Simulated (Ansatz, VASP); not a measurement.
**Two plane-wave programs on LiBe4**

```
CELL_PARAMETERS angstrom
2.69543 1.55621 2.23335
-2.69543 1.55621 2.23335
0.00000 -3.11242 2.23335
ATOMIC_POSITIONS crystal
Li 0.00000 0.00000 0.00000
Be 0.50000 0.50000 0.00000
Be 0.00000 0.50000 0.50000
Be 0.50000 0.00000 0.50000
Be 0.50000 0.50000 0.50000
```

Alike in both runs: functional PBE; k mesh 5 × 5 × 5; occupations gaussian, width 0.2 eV; no spin polarisation.

Ansatz relaxed the structure, and its values are those at the end. VASP's run is a single point on that final structure, the one shown.

|  | VASP | Ansatz |
| --- | --- | --- |
| version | VASP 6.6.1 | Ansatz 0.2.0 |
| potentials or method | VASP PAW PBE potentials, release 64 (Li_sv, Be), cutoff 750 eV | scalar-relativistic, plane waves, PAW |
| valence electrons in the cell | 11 | 11 |

```csv
,VASP,Ansatz,Ansatz less VASP
gap on the k mesh at the Fermi level (eV),none,none,-
pressure (GPa),-0.1,-0.1,-0.01
```

A gap of «none» marks a metal or a gap that the smearing closes.
